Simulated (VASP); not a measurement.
Sb, 2 atoms in the cell. The structure is trigonal, space group R-3m (No. 166). The conventional cell has a = 4.322 Å, b = 4.322 Å, c = 11.059 Å, α = 90.00°, β = 90.00°, γ = 120.00°. Sb (site symmetry 3m) has 6 Sb at 2.93 to 3.30 Å within 3.9 Å. 

```yaml
Program: VASP 6.6.1
Task: single point
Functional: PBEsol
Potentials_or_basis: VASP PAW PBE potentials, release 64 (Sb)
Cutoff: 500 eV
k_mesh: 12 × 12 × 12
Occupations: gaussian, width 0.1 eV
Spin: no spin polarisation
Dipole_correction: no
Further_INCAR_settings: ALGO = Normal; EDIFF = 1e-06; NBANDS = 12
```

Potentials or basis: VASP PAW PBE potentials, release 64 (Sb).

Command:

```sh
$ cat potpaw_PBE.64/Sb/POTCAR > POTCAR
$ mpirun -np 1 vasp_std > vasp.out
```

Hardware: 1 thread of Intel(R) Xeon(R) Platinum 8259CL CPU @ 2.50GHz (Skylake/Cascade Lake), with other jobs on the host.

Task: Estimate the wall time of this run.

Result: Run time: 52 s on 1 thread of Intel(R) Xeon(R) Platinum 8259CL CPU @ 2.50GHz (Skylake/Cascade Lake), with other jobs on the host, peak memory 0.25 GiB. Counts: scf iterations 10, k points 189.
